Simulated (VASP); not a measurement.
Here is a VASP 6.6.1 calculation.

POSCAR

```
SiC
1.0
    3.3237640817      0.0000000000      0.0000000000
   -1.6618820408      2.8784641310      0.0000000000
    0.0000000000      0.0000000000     10.8829106734
Si C
4 4
Direct
    0.6666666667      0.3333333333      0.9378376197
    0.3333333333      0.6666666667      0.4378376197
    0.0000000000      0.0000000000      0.6878931817
    0.0000000000      0.0000000000      0.1878931817
    0.6666666667      0.3333333333      0.7498040034
    0.3333333333      0.6666666667      0.2498040034
    0.0000000000      0.0000000000      0.5004641952
    0.0000000000      0.0000000000      0.0004641952
```

File INCAR.step1:

```
SYSTEM = SiC
ALGO = Normal
EDIFF = 1E-4
ENCUT = 520
GGA = PE
ISMEAR = 0
LASPH = .TRUE.
LCHARG = .FALSE.
LREAL = .FALSE.
LWAVE = .TRUE.
NBANDS = 26
NELM = 80
PREC = Accurate
SIGMA = 0.05
```

INCAR.step2

```
SYSTEM = SiC
ALGO = Normal
EDIFF = 1E-6
ENCUT = 520
ISIF = 2
ISMEAR = 0
ISTART = 1
LASPH = .TRUE.
LCHARG = .TRUE.
LELF = .TRUE.
LMIXTAU = .TRUE.
LREAL = .FALSE.
LVHAR = .TRUE.
LWAVE = .FALSE.
METAGGA = R2SCAN
NBANDS = 26
NELM = 80
PREC = Accurate
SIGMA = 0.05
```

Contents of KPOINTS:

```
k-points
0
G
  12 12 4
  0 0 0
```

Potentials or basis: VASP PAW PBE potentials, release 64 (Si, C).

The run is started by

```console
$ cat potpaw_PBE.64/Si/POTCAR potpaw_PBE.64/C/POTCAR > POTCAR
$ cp INCAR.step1 INCAR
$ mpirun -np 1 vasp_std > vasp.out
$ cp INCAR.step2 INCAR
$ mpirun -np 1 vasp_std > vasp.out
```

**Question.** Predict the band gap on the k mesh.

**Answer.** 2.42 eV, indirect (least direct gap 3.52 eV).

**Question.** Estimate the pressure.

**Answer.** -33.2 GPa.

**Question.** Estimate the largest force.

**Answer.** 0.058 eV/Å.

Stress tensor (GPa, compression positive):
```
-33.30   0.00   0.00
  0.00 -33.30   0.00
  0.00   0.00 -32.86
```

Caveat: the cell differs from its parent crystal (strain +0.080 along x and y, +0.080 along z); the PAW data sets were made with another functional, which shifts forces and pressure a little. A k mesh can miss the band edges.
